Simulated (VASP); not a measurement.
# GaN (I-4m2) in VASP: further runs, part 2 of 2

VASP 6.6.1.

**3. Single point, PBEsol**

This run uses another cell than the first one, of 11.91 Å³/atom.

INCAR reads:

```
  ALGO = Normal
  EDIFF = 1E-6
  ENCUT = 600
  GGA = PS
  GGA_COMPAT = False
  ISIF = 2
  ISMEAR = -1
  LASPH = True
  LCHARG = False
  LREAL = False
  LWAVE = False
  NBANDS = 16
  NELM = 120
  PREC = Accurate
  SIGMA = 0.02
```

KPOINTS reads:

```
k-points
0
Gamma
  7 7 7
```

POSCAR reads:

```
GaN
1.0
    0.0000000000      2.2985706222      2.2535006100
    2.2985706222      0.0000000000      2.2535006100
    2.2985706222      2.2985706222      0.0000000000
Ga N
1 1
Direct
    0.0000000000      0.0000000000      0.0000000000
    0.7500000000      0.7500000000      0.7500000000
```

Potentials or basis: VASP PAW PBE potentials, release 64 (Ga_d, N).

Run with:

```console
> cat potpaw_PBE.64/Ga_d/POTCAR potpaw_PBE.64/N/POTCAR > POTCAR
> mpirun -np 1 vasp_std > vasp.out
```

OUTCAR:

```text
EDIFF = 1E-6
   ENCUT = 600
   GGA = PS
   ISIF = 2
   ISMEAR = -1
   LASPH = True
   LREAL = False
   NELM = 120
   PREC = Accurate

 ion  position               nearest neighbor table
   1  0.000  0.000  0.000-   2 1.98   2 1.98   2 1.98   2 1.98
   2  0.750  0.750  0.750-   1 1.98   1 1.98   1 1.98   1 1.98

  LATTYP: Found a body centered tetragonal cell.
 ALAT       =     3.2506697480
 C/A-ratio  =     1.3864838847

  Lattice vectors:

 A1 = (   0.0000000000,  -2.2985706222,  -2.2535006100)
 A2 = (   0.0000000000,   2.2985706222,  -2.2535006100)
 A3 = (   2.2985706222,   0.0000000000,   2.2535006100)

Analysis of symmetry for initial positions (statically):
=====================================================================
 Subroutine PRICEL returns:
 Original cell was already a primitive cell.

 Routine SETGRP: Setting up the symmetry group for a
 body centered tetragonal supercell.

 Subroutine GETGRP returns: Found  8 space group operations
 (whereof  8 operations were pure point group operations)
 out of a pool of 16 trial point group operations.

[... 156 lines left out ...]
  ext. energy  EPLUGINS =         0.00000000
  ---------------------------------------------------
  free energy    TOTEN  =       -13.09284078 eV

  energy without entropy =      -13.09284078  energy(sigma->0) =      -13.09284078

 E-fermi :   5.1866     XC(G=0): -11.6911

 val. band max:        4.7869685833   @ k =   0.0000   0.0000   0.0000
 cond. band min:       6.1565861023   @ k =   0.0000   0.0000   0.0000
 fundamental gap:      1.3696175190
 Fermi energy:         5.1865648187

 k-point     1 :       0.0000    0.0000    0.0000
  band No.  band energies     occupation
      1     -10.8703      2.00000
      2      -8.6540      2.00000
      3      -8.6540      2.00000
      4      -8.6345      2.00000
      5      -8.3616      2.00000
      6      -8.3613      2.00000
[... 433 lines left out ...]
      3      -8.4928      2.00000
      4      -8.3973      2.00000
      5      -8.3272      2.00000
      6      -6.8560      2.00000
[... 8 lines left out ...]
     15      23.2639      0.00000
     16      25.9180      0.00000

 [... further k-points ...]
[... 5 lines left out ...]
  --------------------------------------------------------------------------------------
  -------------------------------------------------------------------------------------
  Total       -1.3262692     -1.3262692     -0.9664945      0.0000000      0.0000000      0.0000000
  in kB      -89.2357511    -89.2357511    -65.0289307      0.0000000      0.0000000      0.0000000
  external PRESSURE =     -81.1668110 kB  Pullay stress =       0.0000000 kB

 VOLUME and BASIS-vectors are now :
 -----------------------------------------------------------------------------
  energy-cutoff  :      600.00
  volume of cell :       23.81
      direct lattice vectors                 reciprocal lattice vectors
     0.000000000  2.298570622  2.253500610    -0.217526490  0.217526490  0.221877020
     2.298570622  0.000000000  2.253500610     0.217526490 -0.217526490  0.221877020
     2.298570622  2.298570622  0.000000000     0.217526490  0.217526490 -0.221877020

 POSITION                                       TOTAL-FORCE (eV/Angst)
 -----------------------------------------------------------------------------------
      0.00000      0.00000      0.00000        -0.000000     -0.000000      0.000000
      3.44786      3.44786      3.38025         0.000000      0.000000     -0.000000
 -----------------------------------------------------------------------------------
    total drift:                               -0.000001     -0.000001      0.000001

  FREE ENERGIE OF THE ION-ELECTRON SYSTEM (eV)
  ---------------------------------------------------
  free  energy   TOTEN  =       -13.0928407779 eV

  energy  without entropy=      -13.0928407779  energy(sigma->0) =      -13.09284078
```

stdout:

```text
POSCAR found type information on POSCAR GaN
 POSCAR found :  2 types and       2 ions
 scaLAPACK will be used
 -----------------------------------------------------------------------------
|                                                                             |
|                                                                             |
|     You enforced a specific xc type in the INCAR file but a different       |
|     I HOPE YOU KNOW WHAT YOU ARE DOING!                                     |
|                                                                             |
 -----------------------------------------------------------------------------

 LDA part: xc-table for (Slater+PW92), standard interpolation
 POSCAR, INCAR and KPOINTS ok, starting setup
 FFT: planning ... GRIDC
 FFT: planning ... GRID_SOFT
 FFT: planning ... GRID
 WAVECAR not read
 entering main loop
```

Wall time 17 s (1 thread of AMD EPYC 7R13 (Zen 3), shared host); peak memory 0.14 GiB.

Results:

```
Free energy            : -13.0928 eV
Pressure               : -8.1 GPa
Band gap on the k mesh : 1.37 eV
```

Caveat: the cell stands under tension; the PAW data sets were made with another functional, which shifts forces and pressure a little.
